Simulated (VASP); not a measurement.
Write the native input for VASP 6.6.1 that does the following.

```yaml
Task: single point
Functional: r2SCAN
Potentials_or_basis: VASP PAW PBE potentials, release 64 (Mo_sv, S)
Cutoff: 520 eV
k_mesh: 12 × 12 × 4
Occupations: gaussian, width 0.02 eV
Spin: no spin polarisation
Dipole_correction: no
Further_INCAR_settings: ALGO = Normal; EDIFF = 1e-07; NBANDS = 35
```

Crystal: MoS2.

```
Mo S
1.0
     3.18442    0.00000    0.00000
    -1.59221    2.75779    0.00000
     0.00000    0.00000   12.97453
Mo S
2 4
Direct
  0.33333 0.66667 0.25000
  0.66667 0.33333 0.75000
  0.33333 0.66667 0.63033
  0.66667 0.33333 0.13033
  0.33333 0.66667 0.86967
  0.66667 0.33333 0.36967
```

One way to write it, as run:

POSCAR

```
MoS2
1.0
    3.1844193389      0.0000000000      0.0000000000
   -1.5922096694      2.7577880437      0.0000000000
    0.0000000000      0.0000000000     12.9745313354
Mo S
2 4
Direct
    0.3333333333      0.6666666667      0.2500000000
    0.6666666667      0.3333333333      0.7500000000
    0.3333333333      0.6666666667      0.6303292350
    0.6666666667      0.3333333333      0.1303292350
    0.3333333333      0.6666666667      0.8696707650
    0.6666666667      0.3333333333      0.3696707650
```

INCAR.step1

```
SYSTEM = MoS2
PREC     = Accurate       ! precision mode
ENCUT    = 520            ! plane-wave cutoff, eV
ISMEAR   = 0              ! smearing method
SIGMA    = 0.02           ! smearing width, eV
LREAL    = .False.        ! projectors in reciprocal space
LASPH    = .True.         ! aspherical terms in the spheres
NELM     = 100            ! most SCF steps
NBANDS   = 35             ! bands
GGA      = PE             ! functional
ALGO     = Normal         ! electronic algorithm
EDIFF    = 1E-4           ! SCF threshold, eV
LWAVE    = .True.         ! write WAVECAR
LCHARG   = .False.        ! write CHGCAR
```

INCAR.step2

```
SYSTEM = MoS2
PREC     = Accurate       ! precision mode
ENCUT    = 520            ! plane-wave cutoff, eV
EDIFF    = 1E-7           ! SCF threshold, eV
ISMEAR   = 0              ! smearing method
SIGMA    = 0.02           ! smearing width, eV
LREAL    = .False.        ! projectors in reciprocal space
LASPH    = .True.         ! aspherical terms in the spheres
NELM     = 100            ! most SCF steps
ALGO     = Normal         ! electronic algorithm
ISIF     = 2              ! what is computed and relaxed
LWAVE    = .False.        ! write WAVECAR
LCHARG   = .False.        ! write CHGCAR
METAGGA  = R2SCAN         ! meta-GGA
LMIXTAU  = .True.       
NBANDS   = 35             ! bands
ISTART   = 1
```

KPOINTS

```
Automatic mesh
0
Gamma
  12 12 4
  0 0 0
```

Potentials or basis: VASP PAW PBE potentials, release 64 (Mo_sv, S).

Launch:

```sh
$ cat potpaw_PBE.64/Mo_sv/POTCAR potpaw_PBE.64/S/POTCAR > POTCAR
$ cp INCAR.step1 INCAR
$ mpirun -np 1 vasp_std > vasp.out
$ cp INCAR.step2 INCAR
$ mpirun -np 1 vasp_std > vasp.out
```

Results of the run:

```yaml
Pressure: 0.0 GPa
Band_gap_on_the_k_mesh: 1.18 eV, indirect (least direct gap 1.73 eV)
```

Caveat: the PAW data sets were made with another functional, which shifts forces and pressure a little.

It took 7.9 min on 1 thread of Intel(R) Xeon(R) Platinum 8488C (Sapphire Rapids), with other jobs on the host, peak memory 0.35 GiB.
